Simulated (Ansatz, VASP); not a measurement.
Co in VASP and in Ansatz

Contents of INCAR:

```
SYSTEM = Co
PREC     = Accurate       ! precision mode
ENCUT    = 520            ! plane-wave cutoff, eV
EDIFF    = 1E-7           ! SCF threshold, eV
ISMEAR   = -1             ! smearing method
SIGMA    = 0.08           ! smearing width, eV
LREAL    = .False.        ! projectors in reciprocal space
LASPH    = .True.         ! aspherical terms in the spheres
NELM     = 150            ! most SCF steps
ALGO     = Normal         ! electronic algorithm
ISIF     = 2              ! what is computed and relaxed
LWAVE    = .False.        ! write WAVECAR
LCHARG   = .False.        ! write CHGCAR
ISPIN    = 2              ! spin polarisation
MAGMOM   = 2 2            ! initial moments
LORBIT   = 11             ! projections on sites
LMAXMIX  = 4              ! l up to which the mixer works
GGA      = PE             ! functional
NBANDS   = 20             ! bands
```

The input KPOINTS:

```
Automatic mesh
0
Gamma
  15 15 8
  0 0 0
```

POSCAR

```
Co
1.0
    2.2699207476      0.0000000000      0.0000000000
   -1.1349603738      1.9658090320      0.0000000000
    0.0000000000      0.0000000000      3.7080788767
Co
2
Direct
    0.6666666667      0.3333333333      0.2598610000
    0.3333333333      0.6666666667      0.7401390000
```

Input for Ansatz:

```yaml
crystal:
  lattice:
    - [2.2699207476, 0.0, 0.0]
    - [-1.1349603738, 1.965809032, 0.0]
    - [0.0, 0.0, 3.7080788767]
  atoms:
    - { symbol: Co, position: [0.6666666667, 0.3333333333, 0.259861], spin: 2.0 }
    - { symbol: Co, position: [0.3333333333, 0.6666666667, 0.740139], spin: 2.0 }
magnetization:
  spin_polarized: true
kpoints:
  mp_grid: { grid: [15, 15, 8] }
scf:
  occupations: { method: fermi_dirac, width: 0.08 }
  lower_state_search: "off"
hamiltonian:
  xc: pbe
  pseudopotentials: { kind: paw }
output:
  forces: true
  stress: true
  eigenvalues: true
  populations: true
  write_density: true
  write_potential: true
  elf: true
  volumetric_format: npy
```

Change from the starting cell: volume scaled by 0.76, PAW files.

Alike in both runs: task single point; functional PBE; k mesh 15 × 15 × 8; occupations fermi-dirac, width 0.08 eV; collinear spin.

|  | VASP | Ansatz |
| --- | --- | --- |
| version | VASP 6.6.1 | Ansatz 0.2.0 |
| potentials or method | VASP PAW PBE potentials, release 64 (Co) | PAW with Ansatz's default frozen-core files, scalar-relativistic |
| plane-wave cutoff (eV) | 520 | 420 |
| valence electrons in the cell | 18 | 34 |

|  | VASP | Ansatz | Ansatz less VASP |
| --- | --- | --- | --- |
| pressure (GPa) | 103.3 | 105.7 | +2.40 |
| traceless stress, the component that is largest in VASP (GPa) | -3.69 | -3.69 | +0.004 |
| rms of the force components (eV/Å) | 1.075 | 1.087 | +0.0125 |
| net moment per atom (μB) | 1.05 | 1.04 | -0.010 |
| size of the moment on the site where the two differ most (μB) | 1.03 | 1.07 | +0.049 |

Site moments also hang on the region over which each program counts them. Atom by atom the forces differ by 0.012 eV/Å (rms over components). Both programs put the cell under a high pressure, so it lies far from rest at this level. VASP's potentials hold 18 valence electrons a cell and Ansatz's 34, so a difference there can come from the potentials and not from the codes.

Noted on VASP's run: the cell as given lies far from equilibrium.
